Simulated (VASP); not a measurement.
Runs of VASP 6.6.1 on Ir. The structure is that of space group Pm-3m (No. 221), or close to it. The cells are those of the table. This isn't the form of Ir at room conditions, which is fcc.

```tsv
cell	k mesh	gap on the mesh (eV)	pressure (GPa)	moment (μB)
a = 2.483 Å, 1 atom	14 × 14 × 14	none	(a)	0.00
a = 2.518 Å, 1 atom	14 × 14 × 14	none	10.6	0.00
a = 2.619 Å, 1 atom	14 × 14 × 14	none	-18.1	0.00
a = 2.553 Å, 1 atom	13 × 13 × 13	none	-0.7	0.00
```

Alike in all rows: task single point; level r2SCAN; potentials or basis VASP PAW PBE potentials, release 64 (Ir_sv_GW); spin collinear; cutoff (eV) 620; smearing fermi-dirac 0.05 eV.

**Question.** Estimate the missing entries.

**Answer.** (a) 25.7.

Caveats: the PAW data sets were made with another functional, which shifts forces and pressure a little; spin-orbit coupling is left out, which moves the levels of the heavy elements; the cell stands under pressure (at least some runs); the cell stands under tension (at least some runs).

A k mesh can miss the band edges, and the runs leave out spin-orbit coupling on Ir.

A gap of «none» marks levels without a gap at the run's occupations.
